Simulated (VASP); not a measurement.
Write the native input for VASP 6.6.1 that does the following.

- Task: single point
- Functional: PBE
- Potentials or basis: VASP PAW PBE potentials, release 64 (Zn, Se)
- Cutoff: 520 eV
- k mesh: 13 × 13 × 13
- Occupations: fermi-dirac, width 0.02 eV
- Spin: no spin polarisation
- Dipole correction: no
- Further INCAR settings: ALGO = Normal; EDIFF = 1e-06; NBANDS = 16

The structure of ZnSe (Stilleite) lies in POSCAR:

```
ZnSe
1.0
    0.0000000000      2.8338000000      2.7771240000
    2.8338000000      0.0000000000      2.7771240000
    2.8338000000      2.8338000000      0.0000000000
Zn Se
1 1
Direct
    0.0000000000      0.0000000000      0.0000000000
    0.2500000000      0.2500000000      0.2500000000
```

This cell differs from its parent crystal: z stretched by -2 %, then relaxed in part.

The input as run:

INCAR

```
  ALGO = Normal
  EDIFF = 1E-6
  ENCUT = 520
  GGA = PE
  ISIF = 2
  ISMEAR = -1
  LASPH = T
  LCHARG = T
  LELF = T
  LREAL = F
  LVHAR = T
  LWAVE = F
  NBANDS = 16
  NELM = 60
  PREC = Accurate
  SIGMA = 0.02
```

KPOINTS

```
k-points
0
Gamma
  13 13 13
```

Potentials or basis: VASP PAW PBE potentials, release 64 (Zn, Se).

The run is started by

```bash
$ cat potpaw_PBE.64/Zn/POTCAR potpaw_PBE.64/Se/POTCAR > POTCAR
$ mpirun -np 1 vasp_std > vasp.out
```

Results of the run:

```
Pressure               : 3.7 GPa
Band gap on the k mesh : 1.32 eV, direct
```

Caveat: the cell differs from its parent crystal (z stretched by -2 %, then relaxed in part).

It took 53 s on 1 thread of Intel(R) Xeon(R) 6975P-C (Granite Rapids) (shared host), peak memory 0.28 GiB.
